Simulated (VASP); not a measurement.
# Os (Im-3m) in VASP: notebook

Os is run at these levels: PBEsol; tasks: single point, relaxation of cell and atoms.

Everything below comes from runs of VASP 6.6.1. Logs are shortened: lines on timing, memory, paths and dates and some standing lists are left out, and cuts for length are marked.

## (1) The cell of the first run

The structure is cubic, space group Im-3m (No. 229). The conventional cell has a = 3.144 Å, b = 3.144 Å, c = 3.144 Å, α = 90.00°, β = 90.00°, γ = 90.00°. Within 3.6 Å of Os (site symmetry m-3m) lie 14 Os at 2.72 to 3.14 Å.

## (2) Single point, PBEsol

INCAR

```
SYSTEM = Os
  ALGO = Normal
  EDIFF = 1E-6
  ENCUT = 520
  GGA = PS
  ISIF = 2
  ISMEAR = 0
  LASPH = .TRUE.
  LCHARG = .TRUE.
  LELF = .TRUE.
  LREAL = .FALSE.
  LVHAR = .TRUE.
  LWAVE = .FALSE.
  NBANDS = 10
  NELM = 100
  PREC = Accurate
  SIGMA = 0.1
```

KPOINTS

```
k-points
0
G
  8 8 8
  0 0 0
```

POSCAR

```
Os
1.0
   -1.5720969616      1.5720969616      1.5720969616
    1.5720969616     -1.5720969616      1.5720969616
    1.5720969616      1.5720969616     -1.5720969616
Os
1
Direct
    0.0000000000      0.0000000000      0.0000000000
```

Potentials or basis: VASP PAW PBE potentials, release 64 (Os).

Run with:

```console
> cat potpaw_PBE.64/Os/POTCAR > POTCAR
> mpirun -np 1 vasp_std > vasp.out
```

OUTCAR:

```text
SYSTEM = Os
   EDIFF = 1E-6
   ENCUT = 520
   GGA = PS
   ISIF = 2
   ISMEAR = 0
   LASPH = .TRUE.
   LREAL = .FALSE.
   NELM = 100
   PREC = Accurate

 ion  position               nearest neighbor table
   1  0.000  0.000  0.000-

  LATTYP: Found a body centered cubic cell.
 ALAT       =     3.1441939232

  Lattice vectors:

 A1 = (  -1.5720969616,   1.5720969616,   1.5720969616)
 A2 = (   1.5720969616,  -1.5720969616,   1.5720969616)
 A3 = (   1.5720969616,   1.5720969616,  -1.5720969616)

Analysis of symmetry for initial positions (statically):
=====================================================================
 Subroutine PRICEL returns:
 Original cell was already a primitive cell.

 Routine SETGRP: Setting up the symmetry group for a
 body centered cubic supercell.

 Subroutine GETGRP returns: Found 48 space group operations
 (whereof 48 operations were pure point group operations)
 out of a pool of 48 trial point group operations.

The static configuration has the point symmetry O_h .

Analysis of symmetry for dynamics (positions and initial velocities):
=====================================================================
 Subroutine PRICEL returns:
 Original cell was already a primitive cell.

 Routine SETGRP: Setting up the symmetry group for a
 body centered cubic supercell.

 Subroutine GETGRP returns: Found 48 space group operations
 (whereof 48 operations were pure point group operations)
 out of a pool of 48 trial point group operations.

The dynamic configuration has the point symmetry O_h .

 Subroutine INISYM returns: Found 48 space group operations
 (whereof 48 operations are pure point group operations),
 and found     1 'primitive' translations

----------------------------------------------------------------------------------------

                                     Primitive cell

  volume of cell :      15.5417

  direct lattice vectors                    reciprocal lattice vectors
    -1.572096962  1.572096962  1.572096962     0.000000000  0.318046541  0.318046541
     1.572096962 -1.572096962  1.572096962     0.318046541  0.000000000  0.318046541
     1.572096962  1.572096962 -1.572096962     0.318046541  0.318046541  0.000000000

  length of vectors
     2.722951812  2.722951812  2.722951812     0.449785731  0.449785731  0.449785731

  position of ions in fractional coordinates (direct lattice)
     0.000000000  0.000000000  0.000000000

  ion indices of the primitive-cell ions
   primitive index   ion index
                 1           1

----------------------------------------------------------------------------------------

 KPOINTS: k-points

Automatic generation of k-mesh.
 Grid dimensions read from file:
 generate k-points for:    8    8    8

 Generating k-lattice:

  Cartesian coordinates                     Fractional coordinates (reciprocal lattice)
     0.000000000  0.039755818  0.039755818     0.125000000  0.000000000  0.000000000
     0.039755818  0.000000000  0.039755818     0.000000000  0.125000000  0.000000000
     0.039755818  0.039755818  0.000000000     0.000000000  0.000000000  0.125000000

  Length of vectors
     0.056223216  0.056223216  0.056223216

  Shift w.r.t. Gamma in fractional coordinates (k-lattice)
     0.000000000  0.000000000  0.000000000

 Subroutine IBZKPT returns following result:
 ===========================================

 Found     29 irreducible k-points:

 Following reciprocal coordinates:
            Coordinates               Weight
  0.000000  0.000000  0.000000      1.000000
  0.125000  0.000000  0.000000     12.000000
  0.250000  0.000000  0.000000     12.000000
  0.375000  0.000000  0.000000     12.000000
  0.500000  0.000000  0.000000      6.000000
  0.125000  0.125000  0.000000     24.000000
[... 16 lines left out ...]
 -0.250000  0.250000  0.250000      6.000000
 -0.375000  0.375000  0.250000     24.000000
 [... further k-points ...]
   k-points           NKPTS =     29   k-points in BZ     NKDIM =     29   number of bands    NBANDS=     10
   number of dos      NEDOS =    301   number of ions     NIONS =      1
   total plane-waves  NPLWV =   8000
   dimension x,y,z NGX =    20 NGY =   20 NGZ =   20
   dimension x,y,z NGXF=    40 NGYF=   40 NGZF=   40
   ions per type =               1
   NGX,Y,Z   is equivalent  to a cutoff of  12.21, 12.21, 12.21 a.u.
   NGXF,Y,Z  is equivalent  to a cutoff of  24.42, 24.42, 24.42 a.u.
 SYSTEM =  Os
   PREC   = accura    normal or accurate (medium, high low for compatibility)
   ISTART =      0    job   : 0-new  1-cont  2-samecut
   ICHARG =      2    charge: 1-file 2-atom 10-const
   ISPIN  =      1    spin polarized calculation?
   LNONCOLLINEAR =      F non collinear calculations
   LSORBIT =      F    spin-orbit coupling
   LASPH  =      T    aspherical Exc in radial PAW
   ENCUT  =  520.0 eV  38.22 Ry    6.18 a.u.   5.06  5.06  5.06*2*pi/ulx,y,z
   NELM   =    100;   NELMIN=  2; NELMDL= -5     # of ELM steps
   EDIFF  = 0.1E-05   stopping-criterion for ELM
   LREAL  =      F    real-space projection
   EDIFFG = 0.1E-04   stopping-criterion for IOM
   NSW    =      0    number of steps for IOM
   IBRION =     -1    ionic relax: 0-MD 1-quasi-New 2-CG
   NFREE  =      0    steps in history (QN), initial steepest desc. (CG)
   ISIF   =      2    stress and relaxation
   ISYM   =      2    0-nonsym 1-usesym 2-fastsym
   POTIM  = 0.5000    time-step for ionic-motion
   TEBEG  =    0.0;   TEEND  =   0.0 temperature during run
   PSTRESS=    0.0 pullay stress
   NELECT =       8.0000    total number of electrons
   NUPDOWN=      -1.0000    fix difference up-down
   EMIN   =  10.00;   EMAX   =-10.00  energy-range for DOS
   EFERMI =   0.00;   METHOD = LEGACY
   ISMEAR =     0;   SIGMA  =   0.10  broadening in eV -4-tet -1-fermi 0-gaus
   EFERMI_NEDOS =   21; number of points for ismear=-14 and -15
   IALGO  =     38    algorithm
   IMIX   =      4    mixing-type and parameters
     AMIX     =   0.40;   BMIX     =  1.00
     AMIX_MAG =   1.60;   BMIX_MAG =  1.00
  volume/ion in A,a.u.               =      15.54       104.88
  Fermi-wavevector in a.u.,A,eV,Ry     =   1.312015  2.479349 23.420846  1.721384
  Thomas-Fermi vector in A             =   2.442437
   LORBIT       =      0    0 simple, 1 ext, 2 COOP (PROOUT), +10 PAW based schemes
   GGA     = PS    functional components
   LHFCALC =     F    Hartree Fock is set to
   AEXX    =    0.0000 exact exchange contribution
   IVDW    =     0    specifies the selected vdW correction
   LEPSILON=     F    determine dielectric tensor
   LRPA    =     F    only Hartree local field effects (RPA)
 non-spin polarized calculation
 Gauss-broadening in eV      SIGMA  =   0.10
  energy-cutoff  :      520.00
  volume of cell :       15.54
 maximum number of plane-waves:       429
   NGX = 11   NGY = 11   NGZ = 11

 number of electron       8.0000000 magnetization

 Free energy of the ion-electron system (eV)
  ---------------------------------------------------
  ext. energy  EPLUGINS =         0.00000000
  ---------------------------------------------------
  free energy    TOTEN  =       -11.23382698 eV

  energy without entropy =      -11.22524827  energy(sigma->0) =      -11.22953763

 E-fermi :   8.0837     XC(G=0): -13.5470

 val. band max:        8.0127052663   @ k =   0.1250   0.0000   0.0000
 cond. band min:       8.1141200890   @ k =   0.2500   0.1250   0.1250
 fundamental gap:      0.1014148227
 Fermi energy:         8.0837229913

 k-point     1 :       0.0000    0.0000    0.0000
  band No.  band energies     occupation
      1      -2.2632      2.00000
      2       5.0036      2.00000
      3       5.0036      2.00000
      4       5.0036      2.00000
      5       7.9854      1.83542
      6       7.9854      1.83542
      7      24.1962      0.00000
      8      24.1962      0.00000
      9      24.1962      0.00000
     10      35.1088      0.00000

 k-point     2 :       0.1250    0.0000    0.0000
  band No.  band energies     occupation
      1      -1.5914      2.00000
      2       4.6839      2.00000
      3       4.9452      2.00000
      4       5.6253      2.00000
      5       7.6116      2.00000
      6       8.0127      1.68479
      7      24.5130      0.00000
      8      25.0356      0.00000
      9      25.2920      0.00000
     10      31.2785      0.00000

 k-point     3 :       0.2500    0.0000    0.0000
  band No.  band energies     occupation
      1       0.0067      2.00000
      2       3.9890      2.00000
      3       4.7695      2.00000
      4       7.3541      2.00000
      5       7.4658      2.00000
      6       8.1451      0.38572
      7      23.3569      0.00000
      8      23.5235      0.00000
      9      28.2180      0.00000
     10      30.8337      0.00000

 k-point     4 :       0.3750    0.0000    0.0000
  band No.  band energies     occupation
      1       0.9346      2.00000
      2       3.3783      2.00000
      3       5.9764      2.00000
      4       7.8643      1.99809
      5       8.3868      0.00002
      6       9.6380      0.00000
      7      18.7278      0.00000
      8      21.3442      0.00000
      9      26.3570      0.00000
     10      32.0354      0.00000

 k-point     5 :       0.5000    0.0000    0.0000
  band No.  band energies     occupation
      1       0.9512      2.00000
      2       3.1446      2.00000
      3       7.8275      1.99971
      4       7.8558      1.99873
      5       8.5268      0.00000
      6      10.9188      0.00000
      7      16.1048      0.00000
      8      20.4179      0.00000
      9      24.2349      0.00000
     10      31.8996      0.00000

 k-point     6 :       0.1250    0.1250    0.0000
  band No.  band energies     occupation
      1      -0.3993      2.00000
      2       4.3561      2.00000
      3       4.4702      2.00000
      4       6.9557      2.00000
      5       7.2267      2.00000
      6       8.2287      0.04037
      7      24.5334      0.00000
      8      24.7922      0.00000
      9      26.2865      0.00000
     10      29.1113      0.00000
[... 183 lines left out ...]
 k-point    21 :      -0.3750   -0.3750    0.1250
  band No.  band energies     occupation
      1       3.4617      2.00000
      2       3.4625      2.00000
      3       3.4625      2.00000
      4       8.5396      0.00000
      5       8.5396      0.00000
      6      15.0571      0.00000
      7      16.9240      0.00000
      8      16.9240      0.00000
      9      28.4448      0.00000
     10      28.7130      0.00000

 k-point    22 :       0.2500    0.2500    0.2500
  band No.  band energies     occupation
      1       3.7646      2.00000
      2       3.7646      2.00000
      3       3.7646      2.00000
      4       8.6321      0.00000
      5       8.6321      0.00000
      6      13.2900      0.00000
      7      18.3961      0.00000
      8      18.3961      0.00000
      9      18.3961      0.00000
     10      35.4410      0.00000

 k-point    23 :      -0.2500    0.2500    0.2500
  band No.  band energies     occupation
      1       1.9022      2.00000
      2       4.0975      2.00000
      3       5.7745      2.00000
      4       5.7745      2.00000
      5       7.2347      2.00000
      6       9.1091      0.00000
      7      22.5045      0.00000
      8      25.6897      0.00000
      9      25.6897      0.00000
     10      26.8052      0.00000

 k-point    24 :      -0.3750    0.3750    0.2500
  band No.  band energies     occupation
      1       2.5277      2.00000
      2       3.2020      2.00000
      3       5.7854      2.00000
      4       6.5368      2.00000
      5       9.1650      0.00000
      6      10.4629      0.00000
      7      19.8045      0.00000
      8      22.4801      0.00000
      9      24.4315      0.00000
     10      27.8737      0.00000

 [... further k-points ...]

------------------------ aborting loop because EDIFF is reached ----------------------------------------

  FORCE on cell =-STRESS in cart. coord.  units (eV):
  Direction    XX          YY          ZZ          XY          YZ          ZX
  --------------------------------------------------------------------------------------
  -------------------------------------------------------------------------------------
  Total       -2.4774346     -2.4774346     -2.4774346      0.0000000      0.0000000      0.0000000
  in kB     -255.3964158   -255.3964158   -255.3964158      0.0000000      0.0000000      0.0000000
  external PRESSURE =    -255.3964158 kB  Pullay stress =       0.0000000 kB

 VOLUME and BASIS-vectors are now :
 -----------------------------------------------------------------------------
  energy-cutoff  :      520.00
  volume of cell :       15.54
      direct lattice vectors                 reciprocal lattice vectors
    -1.572096962  1.572096962  1.572096962     0.000000000  0.318046541  0.318046541
     1.572096962 -1.572096962  1.572096962     0.318046541  0.000000000  0.318046541
     1.572096962  1.572096962 -1.572096962     0.318046541  0.318046541  0.000000000

 POSITION                                       TOTAL-FORCE (eV/Angst)
 -----------------------------------------------------------------------------------
      0.00000      0.00000      0.00000         0.000000      0.000000     -0.000000
 -----------------------------------------------------------------------------------
    total drift:                                0.000000     -0.000000     -0.000000

  FREE ENERGIE OF THE ION-ELECTRON SYSTEM (eV)
  ---------------------------------------------------
  free  energy   TOTEN  =       -11.2338269814 eV

  energy  without entropy=      -11.2252482737  energy(sigma->0) =      -11.22953763
```

Run time: 2.3 s. Hardware: 1 thread of Intel Xeon 6975P-C (Granite Rapids), shared host; peak memory 0.12 GiB.

What came out:

| Property | Result |
| --- | --- |
| Free energy | -11.2338 eV |
| Pressure | -25.5 GPa |
| Band gap on the k mesh | zero (band 4 reaches 10.19 eV, above the bottom of band 5 at 6.63 eV) |

Levels at points of the mesh, in eV from the Fermi level:
```tsv
k point	band 1	band 2	band 3	band 4	band 5	band 6	band 7	band 8
(0.00, 0.00, 0.00)	-10.35	-3.08	-3.08	-3.08	-0.10	-0.10	16.11	16.11
(0.50, 0.00, 0.00)	-7.13	-4.94	-0.26	-0.23	0.44	2.84	8.02	12.33
(0.50, 0.50, 0.50)	-6.65	-6.65	2.10	2.10	2.10	7.47	7.47	7.47
```

Caveat: the PAW data sets were made with another functional, which shifts forces and pressure a little; spin-orbit coupling is left out, which moves the levels of the heavy elements.

## (3) Single point, PBEsol

This run uses another cell than the first one, of 14.34 Å³/atom, 0.923 times its volume.

INCAR

```
SYSTEM = Os
PREC = Accurate ; ENCUT = 520
EDIFF = 1E-7 ; ISMEAR = 0
SIGMA = 0.1 ; LREAL = .FALSE.
LASPH = .TRUE. ; NELM = 100
ALGO = Fast ; ISIF = 2
LWAVE = .FALSE. ; LCHARG = .FALSE.
GGA = PS ; NBANDS = 10
```

KPOINTS

```
regular mesh
0
G
  8 8 8
  0 0 0
```

POSCAR

```
Os
1.0
   -1.5305763597      1.5305763597      1.5305763597
    1.5305763597     -1.5305763597      1.5305763597
    1.5305763597      1.5305763597     -1.5305763597
Os
1
Direct
    0.0000000000      0.0000000000      0.0000000000
```

Potentials or basis: VASP PAW PBE potentials, release 64 (Os).

Run with:

```console
> cat potpaw_PBE.64/Os/POTCAR > POTCAR
> mpirun -np 1 vasp_std > vasp.out
```

Wall time 4 s (1 thread of Intel Xeon 6975P-C (Granite Rapids), shared host); peak memory 0.12 GiB.

Results (log left out):

- Free energy: -11.3343 eV
- Pressure: 0.6 GPa
- Band gap on the k mesh: zero (band 4 reaches 11.68 eV, above the bottom of band 5 at 7.56 eV)

Levels at points of the mesh, in eV from the Fermi level:
```tsv
k point	band 1	band 2	band 3	band 4	band 5	band 6	band 7	band 8
(0.00, 0.00, 0.00)	-11.11	-3.46	-3.46	-3.46	-0.13	-0.13	16.18	16.18
(0.50, 0.00, 0.00)	-7.91	-5.55	-0.30	-0.27	0.53	3.26	9.03	12.41
(0.50, 0.50, 0.50)	-7.50	-7.50	2.41	2.41	2.41	7.84	7.84	7.84
```

Caveat: the k points lie up to 0.36 Å⁻¹ apart; the PAW data sets were made with another functional, which shifts forces and pressure a little; spin-orbit coupling is left out, which moves the levels of the heavy elements.

## (4) Relaxation of cell and atoms, PBEsol

INCAR

```
  PREC = Accurate
  ENCUT = 600
  EDIFF = 1E-6
  ISMEAR = 0
  SIGMA = 0.1
  LREAL = F
  LASPH = T
  NELM = 80
  ALGO = Normal
  ISIF = 3
  LWAVE = F
  LCHARG = F
  GGA = PS
  IBRION = 2
  NSW = 90
  EDIFFG = -0.04
```

KPOINTS

```
Automatic mesh
0
Gamma
  8 8 8
```

POSCAR

```
Os
1.0
   -1.5720969616      1.5720969616      1.5720969616
    1.5720969616     -1.5720969616      1.5720969616
    1.5720969616      1.5720969616     -1.5720969616
Os
1
Direct
    0.0000000000      0.0000000000      0.0000000000
```

Run with:

```console
> cat potpaw_PBE.64/Os/POTCAR > POTCAR
> mpirun -np 1 vasp_std > vasp.out
```

Run time: 7.6 s. Hardware: 1 thread of Intel Xeon 6975P-C (Granite Rapids), shared host; peak memory 0.14 GiB.

It converged, with:

```
Free energy                            : -11.3349 eV
Relaxed volume                         : 14.37 Å³/atom
Relaxed cell                           : a = 2.653 Å, b = 2.653 Å, c = 2.653 Å, α = 109.47°, β = 109.47°, γ = 109.47°
Space group after relaxing (to 0.05 Å) : Im-3m (No. 229)
Energy gained by relaxing              : 100.4 meV/atom
Ionic steps                            : 5
Pressure after relaxing                : 0.0 GPa
Band gap on the k mesh                 : zero (band 4 reaches 11.64 eV, above the bottom of band 5 at 7.54 eV)
```

Step by step:
```
step  energy change (eV)  largest force (eV/Å)  pressure (GPa)  volume (Å³)
   1              0.0000                0.0000          -25.42        15.54
   2              2.0265                0.0000          241.26        10.63
   3             -0.0984                0.0000           -4.07        14.52
   4             -0.1001                0.0000           -1.54        14.43
   5             -0.1004                0.0000            0.02        14.37
```

Final structure:
```
Os
1.0
    -1.53157    1.53157    1.53157
     1.53157   -1.53157    1.53157
     1.53157    1.53157   -1.53157
Os
1
Direct
  0.00000 0.00000 0.00000
```

Levels at points of the mesh, in eV from the Fermi level:
```tsv
k point	band 1	band 2	band 3	band 4	band 5	band 6	band 7	band 8
(0.00, 0.00, 0.00)	-11.09	-3.45	-3.45	-3.45	-0.13	-0.13	16.18	16.18
(0.50, 0.00, 0.00)	-7.89	-5.54	-0.30	-0.27	0.52	3.25	9.01	12.41
(0.50, 0.50, 0.50)	-7.48	-7.48	2.40	2.40	2.40	7.83	7.83	7.83
```

Caveat: the PAW data sets were made with another functional, which shifts forces and pressure a little; spin-orbit coupling is left out, which moves the levels of the heavy elements.

(Continued in part 2 of 2.)
